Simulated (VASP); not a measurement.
A run of VASP 6.6.1 is set up as follows.

Contents of INCAR:

```
PREC = Accurate
ENCUT = 600
EDIFF = 1E-6
ISMEAR = -1
SIGMA = 0.05
LREAL = False
LASPH = True
NELM = 200
ALGO = Normal
ISIF = 2
LWAVE = False
LCHARG = False
ISPIN = 2
MAGMOM = 0 4 0 0 0 0 0
LORBIT = 11
LMAXMIX = 4
GGA = PE
NBANDS = 39
GGA_COMPAT = False
KPAR = 4
```

The input KPOINTS:

```
Automatic mesh
0
Gamma
  9 9 9
```

File POSCAR:

```
MgMnNbO4
1.0
   -2.1127832680      2.1150117766      4.8071789139
    2.1127832680     -2.1150117766      4.8071789139
    2.1127832680      2.1150117766     -4.8071789139
Nb Mn Mg O
1 1 1 4
Direct
    0.0001230000      0.0001230000      0.0000000000
    0.7490940000      0.2490940000      0.5000000000
    0.2503950000      0.7503950000      0.5000000000
    0.7755000000      0.7755000000      0.0000000000
    0.0128660000      0.5128660000      0.5000000000
    0.2247700000      0.2247700000      0.0000000000
    0.4872520000      0.9872520000      0.5000000000
```

Potentials or basis: VASP PAW PBE potentials, release 64 (Nb_sv, Mn_pv, Mg, O).

Run with:

```sh
$ cat potpaw_PBE.64/Nb_sv/POTCAR potpaw_PBE.64/Mn_pv/POTCAR potpaw_PBE.64/Mg/POTCAR potpaw_PBE.64/O/POTCAR > POTCAR
$ mpirun -np 4 vasp_std > vasp.out
```

(1) What does it give for the pressure?

(2) What does it give for the largest force?

(3) What does it give for the site moments?

## Answers

(1) -11.2 GPa.

(2) 0.309 eV/Å.

(3) Nb -0.66; Mn +4.27; Mg +0.00; O +0.04, +0.07 (each value once) μB.

Caveat: the cell stands under tension; a cell with one magnetic atom can't hold antiferromagnetic order, which such compounds often take.
